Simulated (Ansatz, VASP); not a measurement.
**Hg: VASP beside Ansatz**

```
Hg
1.0
     3.31180    0.00000    0.00000
    -1.65590    2.86810    0.00000
     0.00000    0.00000    4.69140
Hg
2
Direct
  0.66667 0.33333 0.75000
  0.33333 0.66667 0.25000
```

Alike in both runs: task single point; functional PBEsol; dispersion D3(BJ); k mesh 18 × 18 × 10; occupations gaussian, width 0.15 eV; no spin polarisation.

```csv
,VASP,Ansatz
version,VASP 6.6.1,Ansatz 0.2.0
potentials or method,"VASP PAW PBE potentials, release 64 (Hg), cutoff 520 eV","scalar-relativistic, plane waves, PAW"
valence electrons in the cell,24,40
```

```csv
,VASP,Ansatz,Ansatz less VASP
gap on the k mesh at the Fermi level (eV),none,none,-
pressure (GPa),-0.1,-0.6,-0.53
"traceless stress, the component that is largest in VASP (GPa)",-0.15,-0.31,-0.164
```

VASP's potentials were made for PBE, not for PBEsol. A gap of «none» marks a metal or a gap that the smearing closes. VASP's potentials hold 24 valence electrons a cell and Ansatz's 40, so a difference there can come from the potentials and not from the codes.

Neither program's run includes spin-orbit coupling.
